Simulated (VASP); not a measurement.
# BiSe4 (I4/mmm) in VASP: further runs

Runs on BiSe4. Level: PBE. Tasks: single point, relaxation of cell and atoms.

All numbers are computed with VASP 6.6.1; they aren't measurements. Logs are shortened: lines on timing, memory, paths and dates and some standing lists are left out, and cuts for length are marked.

**1. The cell of the first run**

It takes space group I4/mmm (No. 139, tetragonal). Conventional cell: a = 4.950 Å, b = 4.950 Å, c = 11.820 Å, α = 90.00°, β = 90.00°, γ = 90.00°. Bi (site symmetry 4/mmm) has 18 Se at 3.77 to 4.51 Å and 4 Bi at 4.95 Å within 5.0 Å. Within 3.8 Å of Se (site symmetry 4mm) lie 5 Se at 2.80 to 2.92 Å and 4 Bi at 3.77 Å. Within 3.9 Å of Se (site symmetry -4m2) lie 8 Se at 2.92 to 3.50 Å and 4 Bi at 3.85 Å.

The cell was built from a structure type or drawn by symmetry, and may not be a known phase.

**2. Single point, PBE**

File INCAR:

```
SYSTEM = BiSe4
ALGO = Normal ; EDIFF = 1E-7
ENCUT = 520 ; GGA = PE
ISIF = 2 ; ISMEAR = 0
LASPH = .TRUE. ; LCHARG = .FALSE.
LREAL = .FALSE. ; LWAVE = .FALSE.
NBANDS = 28 ; NELM = 80
PREC = Accurate ; SIGMA = 0.1
```

File KPOINTS:

```
k-points
0
G
  6 6 6
  0 0 0
```

File POSCAR:

```
BiSe4
1.0
   -2.4749083000      2.4749083000      5.9099665700
    2.4749083000     -2.4749083000      5.9099665700
    2.4749083000      2.4749083000     -5.9099665700
Bi Se
1 4
Direct
    0.0000000000      0.0000000000      0.0000000000
    0.6183366800      0.6183366800      0.0000000000
    0.7500000000      0.2500000000      0.5000000000
    0.2500000000      0.7500000000      0.5000000000
    0.3816633200      0.3816633200      0.0000000000
```

Potentials or basis: VASP PAW PBE potentials, release 64 (Bi_d, Se).

Command:

```sh
> cat potpaw_PBE.64/Bi_d/POTCAR potpaw_PBE.64/Se/POTCAR > POTCAR
> mpirun -np 1 vasp_std > vasp.out
```

OUTCAR:

```text
SYSTEM = BiSe4
   EDIFF = 1E-7
   ENCUT = 520
   GGA = PE
   ISIF = 2
   ISMEAR = 0
   LASPH = .TRUE.
   LREAL = .FALSE.
   NELM = 80
   PREC = Accurate

 ion  position               nearest neighbor table
   1  0.000  0.000  0.000-
   2  0.618  0.618  0.000-
   3  0.750  0.250  0.500-
   4  0.250  0.750  0.500-
   5  0.382  0.382  0.000-

  LATTYP: Found a body centered tetragonal cell.
 ALAT       =     4.9498166000
 C/A-ratio  =     2.3879537557

  Lattice vectors:

 A1 = (  -2.4749083000,   2.4749083000,   5.9099665700)
 A2 = (   2.4749083000,  -2.4749083000,   5.9099665700)
 A3 = (   2.4749083000,   2.4749083000,  -5.9099665700)

Analysis of symmetry for initial positions (statically):
=====================================================================
 Subroutine PRICEL returns:
 Original cell was already a primitive cell.

 Routine SETGRP: Setting up the symmetry group for a
 body centered tetragonal supercell.

 Subroutine GETGRP returns: Found 16 space group operations
 (whereof 16 operations were pure point group operations)
 out of a pool of 16 trial point group operations.

The static configuration has the point symmetry D_4h.

Analysis of symmetry for dynamics (positions and initial velocities):
=====================================================================
 Subroutine PRICEL returns:
 Original cell was already a primitive cell.

 Routine SETGRP: Setting up the symmetry group for a
 body centered tetragonal supercell.

 Subroutine GETGRP returns: Found 16 space group operations
 (whereof 16 operations were pure point group operations)
 out of a pool of 16 trial point group operations.

The dynamic configuration has the point symmetry D_4h.

 Subroutine INISYM returns: Found 16 space group operations
 (whereof 16 operations are pure point group operations),
 and found     1 'primitive' translations

----------------------------------------------------------------------------------------

                                     Primitive cell

  volume of cell :     144.7982

  direct lattice vectors                    reciprocal lattice vectors
    -2.474908300  2.474908300  5.909966570     0.000000000  0.202027687  0.084602847
     2.474908300 -2.474908300  5.909966570     0.202027687  0.000000000  0.084602847
     2.474908300  2.474908300 -5.909966570     0.202027687  0.202027687  0.000000000

  length of vectors
     6.868627741  6.868627741  6.868627741     0.219027003  0.219027003  0.285710295

  position of ions in fractional coordinates (direct lattice)
     0.000000000  0.000000000  0.000000000
     0.618336680  0.618336680  0.000000000
     0.750000000  0.250000000  0.500000000
     0.250000000  0.750000000  0.500000000
     0.381663320  0.381663320  0.000000000

  ion indices of the primitive-cell ions
   primitive index   ion index
                 1           1
                 2           2
                 3           3
                 4           4
                 5           5

----------------------------------------------------------------------------------------

 KPOINTS: k-points

Automatic generation of k-mesh.
 Grid dimensions read from file:
 generate k-points for:    6    6    6

 Generating k-lattice:

  Cartesian coordinates                     Fractional coordinates (reciprocal lattice)
     0.000000000  0.033671281  0.014100475     0.166666667  0.000000000 -0.000000000
     0.033671281  0.000000000  0.014100475     0.000000000  0.166666667 -0.000000000
     0.033671281  0.033671281  0.000000000     0.000000000  0.000000000  0.166666667

  Length of vectors
     0.036504501  0.036504501  0.047618383

  Shift w.r.t. Gamma in fractional coordinates (k-lattice)
     0.000000000  0.000000000  0.000000000

 Subroutine IBZKPT returns following result:
 ===========================================

 Found     30 irreducible k-points:

 Following reciprocal coordinates:
            Coordinates               Weight
  0.000000  0.000000  0.000000      1.000000
  0.166667  0.000000  0.000000      8.000000
  0.333333  0.000000 -0.000000      8.000000
  0.500000  0.000000  0.000000      4.000000
  0.166667  0.166667  0.000000      8.000000
  0.333333  0.166667 -0.000000     16.000000
[... 16 lines left out ...]
 -0.333333 -0.333333  0.166667      8.000000
 -0.166667 -0.333333  0.166667      8.000000
 [... further k-points ...]
   k-points           NKPTS =     30   k-points in BZ     NKDIM =     30   number of bands    NBANDS=     28
   number of dos      NEDOS =    301   number of ions     NIONS =      5
   total plane-waves  NPLWV = 157464
   dimension x,y,z NGX =    54 NGY =   54 NGZ =   54
   dimension x,y,z NGXF=   108 NGYF=  108 NGZF=  108
   ions per type =               1   4
   NGX,Y,Z   is equivalent  to a cutoff of  13.07, 13.07, 13.07 a.u.
   NGXF,Y,Z  is equivalent  to a cutoff of  26.14, 26.14, 26.14 a.u.
 SYSTEM =  BiSe4
   PREC   = accura    normal or accurate (medium, high low for compatibility)
   ISTART =      0    job   : 0-new  1-cont  2-samecut
   ICHARG =      2    charge: 1-file 2-atom 10-const
   ISPIN  =      1    spin polarized calculation?
   LNONCOLLINEAR =      F non collinear calculations
   LSORBIT =      F    spin-orbit coupling
   LASPH  =      T    aspherical Exc in radial PAW
   ENCUT  =  520.0 eV  38.22 Ry    6.18 a.u.  12.77 12.77 12.77*2*pi/ulx,y,z
   NELM   =     80;   NELMIN=  2; NELMDL= -5     # of ELM steps
   EDIFF  = 0.1E-06   stopping-criterion for ELM
   LREAL  =      F    real-space projection
   EDIFFG = 0.1E-05   stopping-criterion for IOM
   NSW    =      0    number of steps for IOM
   IBRION =     -1    ionic relax: 0-MD 1-quasi-New 2-CG
   NFREE  =      0    steps in history (QN), initial steepest desc. (CG)
   ISIF   =      2    stress and relaxation
   ISYM   =      2    0-nonsym 1-usesym 2-fastsym
   POTIM  = 0.5000    time-step for ionic-motion
   TEBEG  =    0.0;   TEEND  =   0.0 temperature during run
   PSTRESS=    0.0 pullay stress
   NELECT =      39.0000    total number of electrons
   NUPDOWN=      -1.0000    fix difference up-down
   EMIN   =  10.00;   EMAX   =-10.00  energy-range for DOS
   EFERMI =   0.00;   METHOD = LEGACY
   ISMEAR =     0;   SIGMA  =   0.10  broadening in eV -4-tet -1-fermi 0-gaus
   EFERMI_NEDOS =   21; number of points for ismear=-14 and -15
   IALGO  =     38    algorithm
   IMIX   =      4    mixing-type and parameters
     AMIX     =   0.40;   BMIX     =  1.00
     AMIX_MAG =   1.60;   BMIX_MAG =  1.00
  volume/ion in A,a.u.               =      28.96       195.43
  Fermi-wavevector in a.u.,A,eV,Ry     =   1.057244  1.997902 15.208118  1.117765
  Thomas-Fermi vector in A             =   2.192510
   LORBIT       =      0    0 simple, 1 ext, 2 COOP (PROOUT), +10 PAW based schemes
   GGA     = PE    functional components
   LHFCALC =     F    Hartree Fock is set to
   AEXX    =    0.0000 exact exchange contribution
   IVDW    =     0    specifies the selected vdW correction
   LEPSILON=     F    determine dielectric tensor
   LRPA    =     F    only Hartree local field effects (RPA)
 non-spin polarized calculation
 Gauss-broadening in eV      SIGMA  =   0.10
  energy-cutoff  :      520.00
  volume of cell :      144.80
 maximum number of plane-waves:      3911
 NGX is ok and might be reduce to    54
   NGX = 25   NGY = 25   NGZ = 25

 number of electron      38.9999997 magnetization

 Free energy of the ion-electron system (eV)
  ---------------------------------------------------
  ext. energy  EPLUGINS =         0.00000000
  ---------------------------------------------------
  free energy    TOTEN  =       -14.45752787 eV

  energy without entropy =      -14.41997068  energy(sigma->0) =      -14.43874927

 E-fermi :   3.6970     XC(G=0):  -9.2676

 val. band max:        3.6949817910   @ k =   0.3333   0.3333   0.1667
 cond. band min:       3.7016946823   @ k =   0.3333   0.3333   0.1667
 fundamental gap:      0.0067128913
 Fermi energy:         3.6969578308

 k-point     1 :       0.0000    0.0000    0.0000
  band No.  band energies     occupation
      1     -19.5410      2.00000
      2     -19.5369      2.00000
      3     -19.5369      2.00000
      4     -19.5341      2.00000
      5     -19.5284      2.00000
      6     -11.0829      2.00000
[... 20 lines left out ...]
     27       9.3483      0.00000
     28       9.8967      0.00000

 k-point     2 :       0.1667    0.0000    0.0000
  band No.  band energies     occupation
      1     -19.5409      2.00000
      2     -19.5371      2.00000
      3     -19.5369      2.00000
      4     -19.5337      2.00000
      5     -19.5286      2.00000
      6     -10.9623      2.00000
[... 20 lines left out ...]
     27       9.8933      0.00000
     28      10.1630      0.00000

 k-point     3 :       0.3333    0.0000   -0.0000
  band No.  band energies     occupation
      1     -19.5406      2.00000
      2     -19.5375      2.00000
      3     -19.5368      2.00000
      4     -19.5328      2.00000
      5     -19.5289      2.00000
      6     -10.6296      2.00000
[... 20 lines left out ...]
     27      10.7345      0.00000
     28      11.0174      0.00000

 k-point     4 :       0.5000    0.0000    0.0000
  band No.  band energies     occupation
      1     -19.5404      2.00000
      2     -19.5377      2.00000
      3     -19.5368      2.00000
      4     -19.5323      2.00000
      5     -19.5291      2.00000
      6     -10.3113      2.00000
[... 578 lines left out ...]
     27      10.7346      0.00000
     28      10.7723      0.00000

 k-point    23 :      -0.3333   -0.3333    0.1667
  band No.  band energies     occupation
      1     -19.5406      2.00000
      2     -19.5370      2.00000
      3     -19.5370      2.00000
      4     -19.5333      2.00000
      5     -19.5288      2.00000
      6     -10.6125      2.00000
[... 20 lines left out ...]
     27      10.1351      0.00000
     28      10.3532      0.00000

 k-point    24 :      -0.1667   -0.3333    0.1667
  band No.  band energies     occupation
      1     -19.5408      2.00000
      2     -19.5371      2.00000
      3     -19.5368      2.00000
      4     -19.5337      2.00000
      5     -19.5286      2.00000
      6     -10.8236      2.00000
[... 20 lines left out ...]
     27      10.0049      0.00000
     28      10.1358      0.00000

 [... further k-points ...]

------------------------ aborting loop because EDIFF is reached ----------------------------------------

  FORCE on cell =-STRESS in cart. coord.  units (eV):
  Direction    XX          YY          ZZ          XY          YZ          ZX
  --------------------------------------------------------------------------------------
  -------------------------------------------------------------------------------------
  Total       -3.5999313     -3.5999313     -7.4333067      0.0000000      0.0000000      0.0000000
  in kB      -39.8328660    -39.8328660    -82.2487673      0.0000000      0.0000000      0.0000000
  external PRESSURE =     -53.9714997 kB  Pullay stress =       0.0000000 kB

 VOLUME and BASIS-vectors are now :
 -----------------------------------------------------------------------------
  energy-cutoff  :      520.00
  volume of cell :      144.80
      direct lattice vectors                 reciprocal lattice vectors
    -2.474908300  2.474908300  5.909966570     0.000000000  0.202027687  0.084602847
     2.474908300 -2.474908300  5.909966570     0.202027687  0.000000000  0.084602847
     2.474908300  2.474908300 -5.909966570     0.202027687  0.202027687  0.000000000

 POSITION                                       TOTAL-FORCE (eV/Angst)
 -----------------------------------------------------------------------------------
      0.00000      0.00000      0.00000         0.000000      0.000000      0.000000
      0.00000      0.00000      7.30870        -0.000000     -0.000000      0.042852
      0.00000      2.47491      2.95498         0.000000      0.000000     -0.000000
      2.47491      0.00000      2.95498         0.000000      0.000000     -0.000000
      0.00000      0.00000      4.51123        -0.000000     -0.000000     -0.042852
 -----------------------------------------------------------------------------------
    total drift:                               -0.000000      0.000000      0.000000

  FREE ENERGIE OF THE ION-ELECTRON SYSTEM (eV)
  ---------------------------------------------------
  free  energy   TOTEN  =       -14.4575278689 eV

  energy  without entropy=      -14.4199706770  energy(sigma->0) =      -14.43874927
```

Wall time 2.3 min (1 thread of Intel Xeon 6975P-C (Granite Rapids), shared host); peak memory 0.44 GiB.

Results:

```yaml
Free_energy: -14.4575 eV
Pressure: -5.4 GPa
Largest_force: 0.043 eV/Å
Band_gap_on_the_k_mesh: zero (an odd number of electrons rules out a gap without spin polarisation)
```

Forces in eV/Å, atoms in the order of the input:
```
Bi   0.000  0.000  0.000
Se   0.000  0.000  0.043
Se   0.000  0.000  0.000
Se   0.000  0.000  0.000
Se   0.000  0.000 -0.043
```

Caveat: the cell stands under tension; spin-orbit coupling is left out, which moves the levels of the heavy elements.

**3. Single point, PBE**

This run uses another cell than the first one, of 27.36 Å³/atom.

File INCAR:

```
SYSTEM = BiSe4
ALGO     = Normal         ! electronic algorithm
EDIFF    = 1E-7           ! SCF threshold, eV
ENCUT    = 520            ! plane-wave cutoff, eV
GGA      = PE             ! functional
ISIF     = 2              ! what is computed and relaxed
ISMEAR   = 0              ! smearing method
LASPH    = .True.         ! aspherical terms in the spheres
LCHARG   = .False.        ! write CHGCAR
LREAL    = .False.        ! projectors in reciprocal space
LWAVE    = .False.        ! write WAVECAR
NBANDS   = 28             ! bands
NELM     = 60             ! most SCF steps
PREC     = Accurate       ! precision mode
SIGMA    = 0.1            ! smearing width, eV
```

File KPOINTS:

```
k-points
0
Gamma
  6 6 6
  0 0 0
```

File POSCAR:

```
BiSe4
1.0
   -2.7305138575      2.7305138575      4.5864264946
    2.7305138575     -2.7305138575      4.5864264946
    2.7305138575      2.7305138575     -4.5864264946
Bi Se
1 4
Direct
    0.0000000000      0.0000000000      0.0000000000
    0.6894131171      0.6894131171      0.0000000000
    0.7500000000      0.2500000000      0.5000000000
    0.2500000000      0.7500000000      0.5000000000
    0.3105868829      0.3105868829      0.0000000000
```

Potentials or basis: VASP PAW PBE potentials, release 64 (Bi_d, Se).

Command:

```sh
> cat potpaw_PBE.64/Bi_d/POTCAR potpaw_PBE.64/Se/POTCAR > POTCAR
> mpirun -np 1 vasp_std > vasp.out
```

Wall time 69 s (1 thread of Intel Xeon 6975P-C (Granite Rapids), shared host); peak memory 0.37 GiB.

It converged, with:

| Quantity | Value |
| --- | --- |
| Free energy | -16.5541 eV |
| Pressure | 0.0 GPa |
| Largest force | 0.007 eV/Å |
| Band gap on the k mesh | zero (an odd number of electrons rules out a gap without spin polarisation) |

Forces in eV/Å, atoms in the order of the input:
```
Bi   0.000  0.000  0.000
Se   0.000  0.000  0.007
Se   0.000  0.000  0.000
Se   0.000  0.000  0.000
Se   0.000  0.000 -0.007
```

Levels at points of the mesh, in eV from the Fermi level:
```csv
k point,band 17,band 18,band 19,band 20,band 21,band 22,band 23,band 24
"(0.00, 0.00, 0.00)",-2.27,-1.04,-1.04,-0.09,2.50,2.50,3.60,3.60
"(0.50, 0.00, 0.00)",-1.77,-1.12,-0.36,-0.21,0.20,1.05,2.17,2.76
"(0.50, 0.50, 0.00)",-1.73,-1.66,-1.34,-1.04,-1.01,-0.70,0.31,2.02
"(0.50, 0.50, 0.50)",-1.50,-0.88,0.46,0.46,1.95,1.95,3.27,3.27
```

Caveat: spin-orbit coupling is left out, which moves the levels of the heavy elements.

(Part 1 of 2 ends here.)
